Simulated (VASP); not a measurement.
# BaS (rocksalt type) (Fm-3m) in VASP: further runs, part 2 of 2

VASP 6.6.1.

### Step 4. Single point, LDA

This run uses another cell than the first one, of 30.81 Å³/atom.

INCAR reads:

```
SYSTEM = BaS
ALGO = Normal
EDIFF = 1E-6
ENCUT = 520
GGA = CA
ISIF = 2
ISMEAR = -1
LASPH = .TRUE.
LCHARG = .FALSE.
LREAL = .FALSE.
LWAVE = .FALSE.
NBANDS = 15
NELM = 80
PREC = Accurate
SIGMA = 0.1
```

KPOINTS reads:

```
k-points
0
G
  11 11 11
  0 0 0
```

POSCAR reads:

```
BaS
1.0
    0.0000000000      3.1349090268      3.1349090268
    3.1349090268      0.0000000000      3.1349090268
    3.1349090268      3.1349090268      0.0000000000
Ba S
1 1
Direct
    0.0000000000      0.0000000000      0.0000000000
    0.5000000000      0.5000000000      0.5000000000
```

Potentials or basis: VASP PAW LDA potentials, release 64 (Ba_sv, S).

Launch:

```console
> cat potpaw_LDA.64/Ba_sv/POTCAR potpaw_LDA.64/S/POTCAR > POTCAR
> mpirun -np 1 vasp_std > vasp.out
```

OUTCAR:

```text
SYSTEM = BaS
   EDIFF = 1E-6
   ENCUT = 520
   GGA = CA
   ISIF = 2
   ISMEAR = -1
   LASPH = .TRUE.
   LREAL = .FALSE.
   NELM = 80
   PREC = Accurate

 ion  position               nearest neighbor table
   1  0.000  0.000  0.000-   2 3.13   2 3.13   2 3.13   2 3.13   2 3.13   2 3.13
   2  0.500  0.500  0.500-   1 3.13   1 3.13   1 3.13   1 3.13   1 3.13   1 3.13

  LATTYP: Found a face centered cubic cell.
 ALAT       =     6.2698180536

  Lattice vectors:

 A1 = (   0.0000000000,   3.1349090268,   3.1349090268)
 A2 = (   3.1349090268,   0.0000000000,   3.1349090268)
 A3 = (   3.1349090268,   3.1349090268,   0.0000000000)

Analysis of symmetry for initial positions (statically):
=====================================================================
 Subroutine PRICEL returns:
 Original cell was already a primitive cell.

 Routine SETGRP: Setting up the symmetry group for a
 face centered cubic supercell.

 Subroutine GETGRP returns: Found 48 space group operations
 (whereof 48 operations were pure point group operations)
 out of a pool of 48 trial point group operations.

The static configuration has the point symmetry O_h .

Analysis of symmetry for dynamics (positions and initial velocities):
=====================================================================
 Subroutine PRICEL returns:
 Original cell was already a primitive cell.

 Routine SETGRP: Setting up the symmetry group for a
 face centered cubic supercell.

 Subroutine GETGRP returns: Found 48 space group operations
 (whereof 48 operations were pure point group operations)
 out of a pool of 48 trial point group operations.

The dynamic configuration has the point symmetry O_h .

 Subroutine INISYM returns: Found 48 space group operations
 (whereof 48 operations are pure point group operations),
 and found     1 'primitive' translations

----------------------------------------------------------------------------------------
[... 121 lines left out ...]
   IVDW    =     0    specifies the selected vdW correction
   LEPSILON=     F    determine dielectric tensor
   LRPA    =     F    only Hartree local field effects (RPA)
 non-spin polarized calculation
  energy-cutoff  :      520.00
  volume of cell :       61.62
 maximum number of plane-waves:      1679
 NGX is ok and might be reduce to    36
   NGX = 17   NGY = 17   NGZ = 17

 number of electron      15.9999998 magnetization

 Free energy of the ion-electron system (eV)
  ---------------------------------------------------
  ext. energy  EPLUGINS =         0.00000000
  ---------------------------------------------------
  free energy    TOTEN  =       -11.17234170 eV

  energy without entropy =      -11.17233141  energy(sigma->0) =      -11.17233655

 E-fermi :   2.5460     XC(G=0):  -9.2200

 val. band max:        1.5465063817   @ k =   0.0000   0.0000   0.0000
 cond. band min:       3.3675553854   @ k =   0.4545   0.4545   0.0000
 fundamental gap:      1.8210490037
 Fermi energy:         2.5459531798

 k-point     1 :       0.0000    0.0000    0.0000
  band No.  band energies     occupation
      1     -24.2913      2.00000
      2      -9.3557      2.00000
      3      -9.3557      2.00000
      4      -9.3557      2.00000
      5      -8.8571      2.00000
      6       1.5465      1.99991
      7       1.5465      1.99991
      8       1.5465      1.99991
      9       5.1358      0.00000
     10       5.2452      0.00000
     11       5.2452      0.00000
     12       5.2452      0.00000
     13       6.2919      0.00000
     14       6.2919      0.00000
[... 401 lines left out ...]
      2     -10.3623      2.00000
      3      -9.5144      2.00000
      4      -9.3657      2.00000
      5      -7.7691      2.00000
      6       0.0147      2.00000
      7       0.5602      2.00000
      8       1.2014      2.00000
      9       5.4482      0.00000
     10       6.0973      0.00000
     11       6.5183      0.00000
     12       7.3575      0.00000
     13       8.3209      0.00000
     14       9.2732      0.00000
     15      12.0371      0.00000

 [... further k-points ...]

------------------------ aborting loop because EDIFF is reached ----------------------------------------

  FORCE on cell =-STRESS in cart. coord.  units (eV):
  Direction    XX          YY          ZZ          XY          YZ          ZX
  --------------------------------------------------------------------------------------
  -------------------------------------------------------------------------------------
  Total        0.3136956      0.3136956      0.3136956      0.0000000      0.0000000     -0.0000000
  in kB        8.1566934      8.1566934      8.1566934      0.0000000      0.0000000     -0.0000000
  external PRESSURE =       8.1566934 kB  Pullay stress =       0.0000000 kB

 VOLUME and BASIS-vectors are now :
 -----------------------------------------------------------------------------
  energy-cutoff  :      520.00
  volume of cell :       61.62
      direct lattice vectors                 reciprocal lattice vectors
     0.000000000  3.134909027  3.134909027    -0.159494261  0.159494261  0.159494261
     3.134909027  0.000000000  3.134909027     0.159494261 -0.159494261  0.159494261
     3.134909027  3.134909027  0.000000000     0.159494261  0.159494261 -0.159494261

 POSITION                                       TOTAL-FORCE (eV/Angst)
 -----------------------------------------------------------------------------------
      0.00000      0.00000      0.00000         0.000000     -0.000000      0.000000
      3.13491      3.13491      3.13491        -0.000000      0.000000      0.000000
 -----------------------------------------------------------------------------------
    total drift:                                0.000000      0.000000      0.000000

  FREE ENERGIE OF THE ION-ELECTRON SYSTEM (eV)
  ---------------------------------------------------
  free  energy   TOTEN  =       -11.1723416997 eV

  energy  without entropy=      -11.1723314067  energy(sigma->0) =      -11.17233655
```

stdout:

```text
POSCAR found type information on POSCAR BaS
 POSCAR found :  2 types and       2 ions
 scaLAPACK will be used
 LDA part: xc-table for (Slater(with rela. corr.)+CA(PZ))
 , standard interpolation
 POSCAR, INCAR and KPOINTS ok, starting setup
 FFT: planning ... GRIDC
 FFT: planning ... GRID_SOFT
 FFT: planning ... GRID
 WAVECAR not read
 entering main loop
```

It took 35 s on 1 thread of Intel Xeon Platinum 8259CL at 2.50GHz (Skylake/Cascade Lake), shared host; peak memory 0.2 GiB.

What came out:

```yaml
Free_energy: -11.1723 eV
Pressure: 0.8 GPa
Band_gap_on_the_k_mesh: 1.82 eV (least direct gap 1.93 eV)
```

Caveat: spin-orbit coupling is left out, which moves the levels of the heavy elements; an odd mesh through Γ misses points on the zone boundary, where band edges can lie.

### Step 5. Relaxation of cell and atoms, LDA

This run uses another cell than the first one, of 25.37 Å³/atom.

INCAR reads:

```
PREC = Accurate
ENCUT = 600
EDIFF = 1E-6
ISMEAR = -1
SIGMA = 0.1
LREAL = F
LASPH = T
NELM = 60
ALGO = Normal
ISIF = 3
LWAVE = F
LCHARG = F
GGA = CA
IBRION = 2
NSW = 60
EDIFFG = -0.005
```

KPOINTS reads:

```
Automatic mesh
0
Gamma
  11 11 11
```

POSCAR reads:

```
BaS
1.0
    0.0000000000      2.9384922382      2.9384922382
    2.9384922382      0.0000000000      2.9384922382
    2.9384922382      2.9384922382      0.0000000000
Ba S
1 1
Direct
    0.0000000000      0.0000000000      0.0000000000
    0.5000000000      0.5000000000      0.5000000000
```

Launch:

```console
> cat potpaw_LDA.64/Ba_sv/POTCAR potpaw_LDA.64/S/POTCAR > POTCAR
> mpirun -np 1 vasp_std > vasp.out
```

It took 3.4 min on 1 thread of Intel Xeon Platinum 8259CL at 2.50GHz (Skylake/Cascade Lake), shared host; peak memory 0.21 GiB.

It converged, with:

* Free energy: -11.1741 eV
* Relaxed volume: 31.29 Å³/atom
* Relaxed cell: a = 4.457 Å, b = 4.457 Å, c = 4.457 Å, α = 60.00°, β = 60.00°, γ = 60.00°
* Space group after relaxing (to 0.1 Å): Fm-3m (No. 225)
* Energy gained by relaxing: 258.4 meV/atom
* Ionic steps: 20
* Pressure after relaxing: 0.0 GPa
* Band gap on the k mesh: 1.85 eV (least direct gap 1.97 eV)

Step by step:
```
step  energy change (eV)  largest force (eV/Å)  pressure (GPa)  volume (Å³)
   1              0.0000                0.0000           16.91        50.75
   2             -0.3100                0.0000           -5.48        73.06
   3             -0.5167                0.0000           -0.05        62.66
   4             -0.5166                0.0000            0.15        62.41
   5             -0.5166                0.0000            0.16        62.41
   6             -0.5166                0.0000            0.15        62.42
   7             -0.5166                0.0000            0.14        62.42
   8             -0.5166                0.0000            0.14        62.42
   9             -0.5166                0.0000            0.14        62.42
  10             -0.5166                0.0000            0.14        62.42
  11             -0.5166                0.0000            0.14        62.42
  12             -0.5166                0.0000            0.15        62.42
  13             -0.5166                0.0000            0.15        62.43
  14             -0.5167                0.0000            0.13        62.44
  15             -0.5167                0.0000            0.12        62.45
  16             -0.5167                0.0000            0.09        62.49
  17             -0.5167                0.0000            0.04        62.57
  18             -0.5167                0.0000           -0.10        62.72
  19             -0.5167                0.0000           -0.04        62.61
  20             -0.5167                0.0000            0.00        62.59
```

Final structure:
```
CELL_PARAMETERS angstrom
0.00000 3.15129 3.15129
3.15129 0.00000 3.15129
3.15129 3.15129 0.00000
ATOMIC_POSITIONS crystal
Ba 0.00000 0.00000 0.00000
S 0.50000 0.50000 0.50000
```

Levels at points of the mesh, in eV from the valence-band top:
```
           k point  band 4  band 5  band 6  band 7  band 8  band 9  band 10  band 11  band 12
(0.00, 0.00, 0.00)  -10.95  -10.38    0.00    0.00    0.00    3.51     3.70     3.70     3.70
```

Caveat: the volume moved by over 15 % at a fixed basis, so the end points are rough; spin-orbit coupling is left out, which moves the levels of the heavy elements; an odd mesh through Γ misses points on the zone boundary, where band edges can lie.

### Step 6. Single point, LDA (13.25 Å³/atom)

This run uses another cell than the first one, of 13.25 Å³/atom.

INCAR reads:

```
SYSTEM = BaS
ALGO = Normal
EDIFF = 1E-6
ENCUT = 500
GGA_COMPAT = .False.
ISIF = 2
ISMEAR = -1
LASPH = .True.
LCHARG = .False.
LREAL = .False.
LWAVE = .False.
NBANDS = 15
NELM = 120
PREC = Accurate
SIGMA = 0.1
```

KPOINTS reads:

```
k-points
0
Gamma
  11 11 11
  0 0 0
```

POSCAR reads:

```
BaS
1.0
    0.0000000000      2.3661799004      2.3661799004
    2.3661799004      0.0000000000      2.3661799004
    2.3661799004      2.3661799004      0.0000000000
Ba S
1 1
Direct
    0.0000000000      0.0000000000      0.0000000000
    0.5000000000      0.5000000000      0.5000000000
```

Potentials or basis: VASP PAW LDA potentials, release 64 (Ba_sv, S).

Launch:

```console
> cat potpaw_LDA.64/Ba_sv/POTCAR potpaw_LDA.64/S/POTCAR > POTCAR
> mpirun -np 1 vasp_std > vasp.out
```

OUTCAR:

```text
SYSTEM = BaS
   EDIFF = 1E-6
   ENCUT = 500
   ISIF = 2
   ISMEAR = -1
   LASPH = .True.
   LREAL = .False.
   NELM = 120
   PREC = Accurate

 ion  position               nearest neighbor table
   1  0.000  0.000  0.000-   2 2.37   2 2.37   2 2.37   2 2.37   2 2.37   2 2.37
   2  0.500  0.500  0.500-   1 2.37   1 2.37   1 2.37   1 2.37   1 2.37   1 2.37

  LATTYP: Found a face centered cubic cell.
 ALAT       =     4.7323598008

  Lattice vectors:

 A1 = (   0.0000000000,   2.3661799004,   2.3661799004)
 A2 = (   2.3661799004,   0.0000000000,   2.3661799004)
 A3 = (   2.3661799004,   2.3661799004,   0.0000000000)

[... 615 lines left out ...]

  FORCE on cell =-STRESS in cart. coord.  units (eV):
  Direction    XX          YY          ZZ          XY          YZ          ZX
  --------------------------------------------------------------------------------------
  -------------------------------------------------------------------------------------
  Total       34.3884953     34.3884953     34.3884953     -0.0000000     -0.0000000     -0.0000000
  in kB     2079.4595539   2079.4595539   2079.4595539     -0.0000000     -0.0000000     -0.0000000
  external PRESSURE =    2079.4595539 kB  Pullay stress =       0.0000000 kB

 VOLUME and BASIS-vectors are now :
 -----------------------------------------------------------------------------
  energy-cutoff  :      500.00
  volume of cell :       26.50
      direct lattice vectors                 reciprocal lattice vectors
     0.000000000  2.366179900  2.366179900    -0.211311067  0.211311067  0.211311067
     2.366179900  0.000000000  2.366179900     0.211311067 -0.211311067  0.211311067
     2.366179900  2.366179900  0.000000000     0.211311067  0.211311067 -0.211311067

 POSITION                                       TOTAL-FORCE (eV/Angst)
 -----------------------------------------------------------------------------------
      0.00000      0.00000      0.00000         0.000000      0.000000     -0.000000
      2.36618      2.36618      2.36618        -0.000000     -0.000000      0.000000
 -----------------------------------------------------------------------------------
    total drift:                                0.000000     -0.000000     -0.000000

  FREE ENERGIE OF THE ION-ELECTRON SYSTEM (eV)
  ---------------------------------------------------
  free  energy   TOTEN  =         1.5137073940 eV

  energy  without entropy=        1.5496670982  energy(sigma->0) =        1.53168725
```

OSZICAR:

```text
N       E                     dE             d eps       ncg     rms          rms(c)
DAV:   1     0.783497139295E+02    0.78350E+02   -0.80968E+03  1680   0.102E+03
DAV:   2     0.330502673643E+01   -0.75045E+02   -0.68214E+02  2291   0.200E+02
DAV:   3     0.758546653312E+00   -0.25465E+01   -0.25273E+01  2141   0.329E+01
DAV:   4     0.721702341352E+00   -0.36844E-01   -0.36828E-01  2065   0.445E+00
DAV:   5     0.720606307086E+00   -0.10960E-02   -0.10960E-02  2245   0.581E-01    0.432E+01
DAV:   6     0.139491902768E+01    0.67431E+00   -0.87874E-01  2172   0.688E+00    0.242E+01
DAV:   7     0.150401089710E+01    0.10909E+00   -0.35691E-01  2671   0.405E+00    0.343E+00
DAV:   8     0.151372709405E+01    0.97162E-02   -0.37746E-02  1995   0.148E+00    0.550E-01
DAV:   9     0.151365054768E+01   -0.76546E-04   -0.15468E-03  2058   0.306E-01    0.322E-01
DAV:  10     0.151369433604E+01    0.43788E-04   -0.41383E-05  2524   0.444E-02    0.146E-01
DAV:  11     0.151370691707E+01    0.12581E-04   -0.12925E-05  2608   0.249E-02    0.374E-02
DAV:  12     0.151370739401E+01    0.47694E-06   -0.64891E-07  1372   0.664E-03
   1 F= 0.15137074E+01 E0= 0.15316872E+01  d E =-.359597E-01
```

stdout:

```text
POSCAR found type information on POSCAR BaS
 POSCAR found :  2 types and       2 ions
 scaLAPACK will be used
 LDA part: xc-table for (Slater(with rela. corr.)+CA(PZ))
 , standard interpolation
 POSCAR, INCAR and KPOINTS ok, starting setup
 FFT: planning ... GRIDC
 FFT: planning ... GRID_SOFT
 FFT: planning ... GRID
 WAVECAR not read
 entering main loop
```

Run time: 12 s. Hardware: 1 thread of Intel Xeon Platinum 8375C at 2.90GHz (Ice Lake), shared host; peak memory 0.14 GiB.

Results:

| Property | Result |
| --- | --- |
| Free energy | 1.5137 eV |
| Pressure | 207.9 GPa |
| Band gap on the k mesh | zero (bands 8 and 9 overlap by 2.64 eV) |

Levels at points of the mesh, in eV from the Fermi level:
```tsv
k point	band 5	band 6	band 7	band 8	band 9	band 10	band 11	band 12
(0.00, 0.00, 0.00)	-12.08	-1.57	-1.57	-1.57	-0.22	-0.22	-0.22	2.11
```

Caveat: the cell stands under pressure; spin-orbit coupling is left out, which moves the levels of the heavy elements.

### Step 7. Summary

```csv
task,cell,cutoff (eV),gap on the mesh (eV),pressure (GPa)
single point,"a = 3.697 Å, angles 60.0°, 2 atoms",520,none,87.1
single point,"a = 4.433 Å, angles 60.0°, 2 atoms",520,1.82,0.8
relaxation of cell and atoms,"relaxed from a = 4.156 Å, angles 60.0°, 2 atoms",600,1.85,0.0
single point,"a = 3.346 Å, angles 60.0°, 2 atoms",500,none,207.9
```

Alike in all rows: level LDA; potentials or basis VASP PAW LDA potentials, release 64 (Ba_sv, S); no spin polarisation; k mesh 11 × 11 × 11; smearing fermi-dirac 0.1 eV.

Caveats: spin-orbit coupling is left out, which moves the levels of the heavy elements; the cell stands under pressure (at least some runs); an odd mesh through Γ misses points on the zone boundary, where band edges can lie (at least some runs); the volume moved by over 15 % at a fixed basis, so the end points are rough (at least some runs).

Absolute energies hang on the potentials; compare differences alone.

The gap in the log of VASP goes by the Fermi energy; the results here count the filled bands.